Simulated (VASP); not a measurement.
# ScGaTeSe2 (Cmmm) in VASP: further runs

ScGaTeSe2 is run at these levels: PBE; tasks: single point, relaxation of cell and atoms.

All numbers are computed with VASP 6.6.1; they aren't measurements. Logs are shortened: lines on timing, memory, paths and dates and some standing lists are left out, and cuts for length are marked.

**1. The cell of the first run**

Symmetry: Cmmm, No. 65, orthorhombic system. The conventional cell has a = 5.453 Å, b = 6.072 Å, c = 8.894 Å, α = 90.00°, β = 90.00°, γ = 90.00°. Sc (site symmetry mmm) has 2 Se at 2.23 Å and 4 Ga at 2.73 to 3.04 Å within 3.1 Å. Ga (site symmetry mmm) has 4 Sc at 2.73 to 3.04 Å and 4 Se at 3.52 Å within 3.6 Å. Te (site symmetry mmm) has 2 Se at 2.22 Å within 2.9 Å. Within 2.9 Å of Se (site symmetry mm2) lie 1 Te at 2.22 Å and 1 Sc at 2.23 Å.

The cell was built from a structure type or drawn by symmetry, and may not be a known phase.

**2. Single point, PBE**

Input file INCAR:

```
PREC     = Accurate       # precision mode
ENCUT    = 520            # plane-wave cutoff, eV
EDIFF    = 1E-6           # SCF threshold, eV
ISMEAR   = 0              # smearing method
SIGMA    = 0.1            # smearing width, eV
LREAL    = F              # projectors in reciprocal space
LASPH    = T              # aspherical terms in the spheres
NELM     = 100            # most SCF steps
ALGO     = Normal         # electronic algorithm
ISIF     = 2              # what is computed and relaxed
LWAVE    = F              # write WAVECAR
LCHARG   = F              # write CHGCAR
GGA      = PE             # functional
NBANDS   = 29             # bands
```

Input file KPOINTS:

```
Automatic mesh
0
Gamma
  4 4 2
```

Input file POSCAR:

```
ScGaTeSe2
1.0
    2.7263972700     -3.0359042300      0.0000000000
    2.7263972700      3.0359042300      0.0000000000
    0.0000000000      0.0000000000      8.8943459600
Sc Ga Te Se
1 1 1 2
Direct
    0.5000000000      0.5000000000      0.5000000000
    0.0000000000      0.0000000000      0.5000000000
    0.5000000000      0.5000000000      0.0000000000
    0.5000000000      0.5000000000      0.2491467000
    0.5000000000      0.5000000000      0.7508533000
```

Potentials or basis: VASP PAW PBE potentials, release 64 (Sc_sv, Ga_d, Te, Se).

Command:

```console
cat potpaw_PBE.64/Sc_sv/POTCAR potpaw_PBE.64/Ga_d/POTCAR potpaw_PBE.64/Te/POTCAR potpaw_PBE.64/Se/POTCAR > POTCAR
mpirun -np 1 vasp_std > vasp.out
```

OUTCAR:

```text
PREC = Accurate
   ENCUT = 520
   EDIFF = 1E-6
   ISMEAR = 0
   LREAL = F
   LASPH = T
   NELM = 100
   ISIF = 2
   GGA = PE

 ion  position               nearest neighbor table
   1  0.500  0.500  0.500-   4 2.23   5 2.23   2 2.73   2 2.73   2 3.04   2 3.04
   2  0.000  0.000  0.500-   1 2.73   1 2.73   1 3.04   1 3.04
   3  0.500  0.500  0.000-   4 2.22   5 2.22
   4  0.500  0.500  0.249-   3 2.22   1 2.23
   5  0.500  0.500  0.751-   3 2.22   1 2.23

  LATTYP: Found a base centered orthorhombic cell.
 ALAT       =     5.4527945400
 B/A-ratio  =     1.1135223261
 C/A-ratio  =     1.6311536946

  Lattice vectors:

 A1 = (   2.7263972700,  -3.0359042300,   0.0000000000)
 A2 = (   2.7263972700,   3.0359042300,   0.0000000000)
 A3 = (   0.0000000000,   0.0000000000,   8.8943459600)

Analysis of symmetry for initial positions (statically):
=====================================================================
 Subroutine PRICEL returns:
 Original cell was already a primitive cell.

 Routine SETGRP: Setting up the symmetry group for a
 base centered orthorhombic supercell.

 Subroutine GETGRP returns: Found  8 space group operations
 (whereof  8 operations were pure point group operations)
 out of a pool of  8 trial point group operations.

The static configuration has the point symmetry D_2h.

Analysis of symmetry for dynamics (positions and initial velocities):
=====================================================================
 Subroutine PRICEL returns:
 Original cell was already a primitive cell.

 Routine SETGRP: Setting up the symmetry group for a
 base centered orthorhombic supercell.

 Subroutine GETGRP returns: Found  8 space group operations
 (whereof  8 operations were pure point group operations)
 out of a pool of  8 trial point group operations.

The dynamic configuration has the point symmetry D_2h.

 Subroutine INISYM returns: Found  8 space group operations
 (whereof  8 operations are pure point group operations),
 and found     1 'primitive' translations

----------------------------------------------------------------------------------------

                                     Primitive cell

  volume of cell :     147.2384

  direct lattice vectors                    reciprocal lattice vectors
     2.726397270 -3.035904230  0.000000000     0.183392202 -0.164695577  0.000000000
     2.726397270  3.035904230  0.000000000     0.183392202  0.164695577  0.000000000
     0.000000000  0.000000000  8.894345960     0.000000000  0.000000000  0.112430976

  length of vectors
     4.080435831  4.080435831  8.894345960     0.246490026  0.246490026  0.112430976

  position of ions in fractional coordinates (direct lattice)
     0.500000000  0.500000000  0.500000000
     0.000000000  0.000000000  0.500000000
     0.500000000  0.500000000  0.000000000
     0.500000000  0.500000000  0.249146700
     0.500000000  0.500000000  0.750853300

  ion indices of the primitive-cell ions
   primitive index   ion index
                 1           1
                 2           2
                 3           3
                 4           4
                 5           5

----------------------------------------------------------------------------------------

 KPOINTS: Automatic mesh

Automatic generation of k-mesh.
 Grid dimensions read from file:
 generate k-points for:    4    4    2

 Generating k-lattice:

  Cartesian coordinates                     Fractional coordinates (reciprocal lattice)
     0.045848051 -0.041173894  0.000000000     0.250000000  0.000000000  0.000000000
     0.045848051  0.041173894  0.000000000     0.000000000  0.250000000  0.000000000
     0.000000000  0.000000000  0.056215488     0.000000000  0.000000000  0.500000000

  Length of vectors
     0.061622507  0.061622507  0.056215488

  Shift w.r.t. Gamma in fractional coordinates (k-lattice)
     0.000000000  0.000000000  0.000000000

 Subroutine IBZKPT returns following result:
 ===========================================

 Found     14 irreducible k-points:

 Following reciprocal coordinates:
            Coordinates               Weight
  0.000000  0.000000  0.000000      1.000000
  0.250000  0.000000  0.000000      4.000000
  0.500000  0.000000  0.000000      2.000000
  0.250000  0.250000  0.000000      2.000000
  0.500000  0.250000  0.000000      4.000000
 -0.250000  0.250000  0.000000      2.000000
  0.500000  0.500000  0.000000      1.000000
  0.000000  0.000000  0.500000      1.000000
  0.250000  0.000000  0.500000      4.000000
  0.500000  0.000000  0.500000      2.000000
  0.250000  0.250000  0.500000      2.000000
  0.500000  0.250000  0.500000      4.000000
 -0.250000  0.250000  0.500000      2.000000
  0.500000  0.500000  0.500000      1.000000
   k-points           NKPTS =     14   k-points in BZ     NKDIM =     14   number of bands    NBANDS=     29
   number of dos      NEDOS =    301   number of ions     NIONS =      5
   total plane-waves  NPLWV =  63000
   dimension x,y,z NGX =    30 NGY =   30 NGZ =   70
   dimension x,y,z NGXF=    60 NGYF=   60 NGZF=  140
   ions per type =               1   1   1   2
   NGX,Y,Z   is equivalent  to a cutoff of  12.22, 12.22, 13.08 a.u.
   NGXF,Y,Z  is equivalent  to a cutoff of  24.45, 24.45, 26.17 a.u.
 SYSTEM =  unknown system
   PREC   = accura    normal or accurate (medium, high low for compatibility)
   ISTART =      0    job   : 0-new  1-cont  2-samecut
   ICHARG =      2    charge: 1-file 2-atom 10-const
   ISPIN  =      1    spin polarized calculation?
   LNONCOLLINEAR =      F non collinear calculations
   LSORBIT =      F    spin-orbit coupling
   LASPH  =      T    aspherical Exc in radial PAW
   ENCUT  =  520.0 eV  38.22 Ry    6.18 a.u.   7.59  7.59 16.54*2*pi/ulx,y,z
   NELM   =    100;   NELMIN=  2; NELMDL= -5     # of ELM steps
   EDIFF  = 0.1E-05   stopping-criterion for ELM
   LREAL  =      F    real-space projection
   EDIFFG = 0.1E-04   stopping-criterion for IOM
   NSW    =      0    number of steps for IOM
   IBRION =     -1    ionic relax: 0-MD 1-quasi-New 2-CG
   NFREE  =      0    steps in history (QN), initial steepest desc. (CG)
   ISIF   =      2    stress and relaxation
   ISYM   =      2    0-nonsym 1-usesym 2-fastsym
   POTIM  = 0.5000    time-step for ionic-motion
   TEBEG  =    0.0;   TEEND  =   0.0 temperature during run
   PSTRESS=    0.0 pullay stress
   NELECT =      42.0000    total number of electrons
   NUPDOWN=      -1.0000    fix difference up-down
   EMIN   =  10.00;   EMAX   =-10.00  energy-range for DOS
   EFERMI =   0.00;   METHOD = LEGACY
   ISMEAR =     0;   SIGMA  =   0.10  broadening in eV -4-tet -1-fermi 0-gaus
   EFERMI_NEDOS =   21; number of points for ismear=-14 and -15
   IALGO  =     38    algorithm
   IMIX   =      4    mixing-type and parameters
     AMIX     =   0.40;   BMIX     =  1.00
     AMIX_MAG =   1.60;   BMIX_MAG =  1.00
  volume/ion in A,a.u.               =      29.45       198.72
  Fermi-wavevector in a.u.,A,eV,Ry     =   1.077666  2.036493 15.801317  1.161364
  Thomas-Fermi vector in A             =   2.213584
   LORBIT       =      0    0 simple, 1 ext, 2 COOP (PROOUT), +10 PAW based schemes
   GGA     = PE    functional components
   LHFCALC =     F    Hartree Fock is set to
   AEXX    =    0.0000 exact exchange contribution
   IVDW    =     0    specifies the selected vdW correction
   LEPSILON=     F    determine dielectric tensor
   LRPA    =     F    only Hartree local field effects (RPA)
 non-spin polarized calculation
 Gauss-broadening in eV      SIGMA  =   0.10
  energy-cutoff  :      520.00
  volume of cell :      147.24
 maximum number of plane-waves:      3993
   NGX = 15   NGY = 15   NGZ = 33

 number of electron      42.0000031 magnetization

 Free energy of the ion-electron system (eV)
  ---------------------------------------------------
  ext. energy  EPLUGINS =         0.00000000
  ---------------------------------------------------
  free energy    TOTEN  =       -15.96243541 eV

  energy without entropy =      -15.93152376  energy(sigma->0) =      -15.94697959

 E-fermi :   3.2807     XC(G=0):  -8.5872

 val. band max:        3.2508196971   @ k =   0.2500   0.2500   0.5000
 cond. band min:       3.2824249109   @ k =   0.2500   0.0000   0.5000
 fundamental gap:      0.0316052139
 Fermi energy:         3.2807231763

 k-point     1 :       0.0000    0.0000    0.0000
  band No.  band energies     occupation
      1     -45.6524      2.00000
      2     -24.6524      2.00000
      3     -24.3573      2.00000
      4     -24.3531      2.00000
      5     -12.2352      2.00000
      6     -11.7016      2.00000
[... 21 lines left out ...]
     28       6.4057      0.00000
     29       6.4611      0.00000

 k-point     2 :       0.2500    0.0000    0.0000
  band No.  band energies     occupation
      1     -45.6518      2.00000
      2     -24.6511      2.00000
      3     -24.3695      2.00000
      4     -24.3548      2.00000
      5     -12.1512      2.00000
      6     -11.6929      2.00000
[... 21 lines left out ...]
     28       7.2488      0.00000
     29       8.2697      0.00000

 k-point     3 :       0.5000    0.0000    0.0000
  band No.  band energies     occupation
      1     -45.6512      2.00000
      2     -24.6498      2.00000
      3     -24.3832      2.00000
      4     -24.3550      2.00000
      5     -12.0631      2.00000
      6     -11.6850      2.00000
[... 21 lines left out ...]
     28       7.9707      0.00000
     29       8.5569      0.00000

 k-point     4 :       0.2500    0.2500    0.0000
  band No.  band energies     occupation
      1     -45.6512      2.00000
      2     -24.6498      2.00000
      3     -24.3721      2.00000
      4     -24.3653      2.00000
      5     -12.0680      2.00000
      6     -11.6849      2.00000
[... 21 lines left out ...]
     28       7.0279      0.00000
     29       8.6003      0.00000

 k-point     5 :       0.5000    0.2500    0.0000
  band No.  band energies     occupation
      1     -45.6507      2.00000
      2     -24.6485      2.00000
      3     -24.3801      2.00000
      4     -24.3660      2.00000
      5     -11.9903      2.00000
      6     -11.6893      2.00000
[... 21 lines left out ...]
     28       7.5277      0.00000
     29       8.0151      0.00000
[... 190 lines left out ...]
     28       6.8548      0.00000
     29       7.3852      0.00000

 k-point    12 :       0.5000    0.2500    0.5000
  band No.  band energies     occupation
      1     -45.6507      2.00000
      2     -24.6485      2.00000
      3     -24.3801      2.00000
      4     -24.3660      2.00000
      5     -11.8511      2.00000
      6     -11.6895      2.00000
[... 21 lines left out ...]
     28       6.9515      0.00000
     29       7.6664      0.00000

 k-point    13 :      -0.2500    0.2500    0.5000
  band No.  band energies     occupation
      1     -45.6513      2.00000
      2     -24.6498      2.00000
      3     -24.3670      2.00000
      4     -24.3661      2.00000
      5     -11.9336      2.00000
      6     -11.6982      2.00000
[... 21 lines left out ...]
     28       6.6575      0.00000
     29       7.5488      0.00000

 k-point    14 :       0.5000    0.5000    0.5000
  band No.  band energies     occupation
      1     -45.6502      2.00000
      2     -24.6472      2.00000
      3     -24.3774      2.00000
      4     -24.3766      2.00000
      5     -11.7640      2.00000
      6     -11.6955      2.00000
[... 21 lines left out ...]
     28       6.4014      0.00000
     29       7.2429      0.00000

------------------------ aborting loop because EDIFF is reached ----------------------------------------

  FORCE on cell =-STRESS in cart. coord.  units (eV):
  Direction    XX          YY          ZZ          XY          YZ          ZX
  --------------------------------------------------------------------------------------
  -------------------------------------------------------------------------------------
  Total        1.6103510     -1.9994925     51.5750262      0.0000000      0.0000000      0.0000000
  in kB       17.5230586    -21.7575075    561.2144193      0.0000000      0.0000000      0.0000000
  external PRESSURE =     185.6599901 kB  Pullay stress =       0.0000000 kB

 VOLUME and BASIS-vectors are now :
 -----------------------------------------------------------------------------
  energy-cutoff  :      520.00
  volume of cell :      147.24
      direct lattice vectors                 reciprocal lattice vectors
     2.726397270 -3.035904230  0.000000000     0.183392202 -0.164695577  0.000000000
     2.726397270  3.035904230  0.000000000     0.183392202  0.164695577  0.000000000
     0.000000000  0.000000000  8.894345960     0.000000000  0.000000000  0.112430976

 POSITION                                       TOTAL-FORCE (eV/Angst)
 -----------------------------------------------------------------------------------
      2.72640      0.00000      4.44717         0.000000      0.000000      0.000000
      0.00000      0.00000      4.44717         0.000000     -0.000000      0.000000
      2.72640      0.00000      0.00000         0.000000      0.000000      0.000000
      2.72640      0.00000      2.21600        -0.000000     -0.000000      3.958272
      2.72640      0.00000      6.67835         0.000000     -0.000000     -3.958272
 -----------------------------------------------------------------------------------
    total drift:                                0.000000      0.000000      0.000000

  FREE ENERGIE OF THE ION-ELECTRON SYSTEM (eV)
  ---------------------------------------------------
  free  energy   TOTEN  =       -15.9624354112 eV

  energy  without entropy=      -15.9315237613  energy(sigma->0) =      -15.94697959
```

It took 47 s on 1 thread of Intel Xeon Platinum 8488C (Sapphire Rapids), shared host; peak memory 0.28 GiB.

What came out:

```yaml
Free_energy: -15.9624 eV
Pressure: 18.6 GPa
Largest_force: 3.958 eV/Å
Band_gap_on_the_k_mesh: zero (bands 21 and 22 overlap by 0.72 eV)
```

Forces in eV/Å, atoms in the order of the input:
```
Sc   0.000  0.000  0.000
Ga   0.000  0.000  0.000
Te   0.000  0.000  0.000
Se   0.000  0.000  3.958
Se   0.000  0.000 -3.958
```

Caveat: the k points lie up to 0.39 Å⁻¹ apart, too coarse for converged energies and pressures of a metal; spin-orbit coupling is left out, which moves the levels of the heavy elements; forces of over 1 eV/Å act on the atoms, so gaps and moduli don't describe the material at rest.

**3. Relaxation of cell and atoms, PBE**

Input file INCAR:

```
ALGO = Normal ; EDIFF = 1E-7
EDIFFG = -0.04 ; ENCUT = 600
GGA = PE ; IBRION = 2
ISIF = 3 ; ISMEAR = 0
LASPH = True ; LCHARG = False
LREAL = False ; LWAVE = False
NELM = 60 ; NSW = 90
PREC = Accurate ; SIGMA = 0.1
```

Input file KPOINTS:

```
k-points
0
Gamma
  4 4 2
```

POSCAR is that of step 2.

Potentials or basis: VASP PAW PBE potentials, release 64 (Sc_sv, Ga_d, Te, Se).

Command:

```console
cat potpaw_PBE.64/Sc_sv/POTCAR potpaw_PBE.64/Ga_d/POTCAR potpaw_PBE.64/Te/POTCAR potpaw_PBE.64/Se/POTCAR > POTCAR
mpirun -np 1 vasp_std > vasp.out
```

It took 12 min on 1 thread of Intel Xeon Platinum 8488C (Sapphire Rapids), shared host; peak memory 0.37 GiB.

Results (log left out):

| Quantity | Value |
| --- | --- |
| Free energy | -19.5570 eV |
| Relaxed volume | 33.22 Å³/atom |
| Relaxed cell | a = 4.037 Å, b = 4.037 Å, c = 10.195 Å, α = 90.00°, β = 90.00°, γ = 89.88° |
| Space group after relaxing (to 0.1 Å) | P4/mmm (No. 123) |
| Pressure after relaxing | 0.0 GPa |
| Band gap on the k mesh | zero (bands 21 and 22 overlap by 1.15 eV) |

Forces in eV/Å, atoms in the order of the input:
```
Sc   0.000  0.000  0.000
Ga   0.000  0.000  0.000
Te   0.000  0.000  0.000
Se   0.000  0.000 -0.003
Se   0.000  0.000  0.003
```

Final structure:
```cif
data_structure
_symmetry_space_group_name_H-M 'P 1'
_symmetry_Int_Tables_number 1
_cell_length_a 4.0367
_cell_length_b 4.0367
_cell_length_c 10.1947
_cell_angle_alpha 90.000
_cell_angle_beta 90.000
_cell_angle_gamma 89.877
_cell_volume 166.12
loop_
_atom_site_label
_atom_site_type_symbol
_atom_site_fract_x
_atom_site_fract_y
_atom_site_fract_z
_atom_site_occupancy
Sc1 Sc 0.50000 0.50000 0.50000 1
Ga1 Ga 0.00000 0.00000 0.50000 1
Te1 Te 0.50000 0.50000 0.00000 1
Se1 Se 0.50000 0.50000 0.25853 1
Se2 Se 0.50000 0.50000 0.74147 1
```

Levels at points of the mesh, in eV from the Fermi level:
```csv
k point,band 18,band 19,band 20,band 21,band 22,band 23,band 24,band 25
"(0.00, 0.00, 0.00)",-0.88,-0.88,0.69,0.76,0.77,1.28,2.14,2.88
"(0.50, 0.00, 0.00)",-1.26,-0.89,-0.68,-0.62,0.16,1.17,1.50,2.74
"(0.50, 0.50, 0.00)",-2.21,-1.83,-1.37,-1.37,0.85,0.85,2.22,2.22
"(0.00, 0.00, 0.50)",-0.63,-0.62,0.55,0.55,0.70,1.89,2.13,2.14
"(0.50, 0.00, 0.50)",-1.67,-1.09,-0.87,-0.30,0.16,0.81,2.04,2.05
"(0.50, 0.50, 0.50)",-2.37,-1.06,-1.05,-0.59,0.39,0.40,2.18,2.20
```

Caveat: the k points lie up to 0.39 Å⁻¹ apart in the final cell, too coarse for converged energies and pressures of a metal; spin-orbit coupling is left out, which moves the levels of the heavy elements.
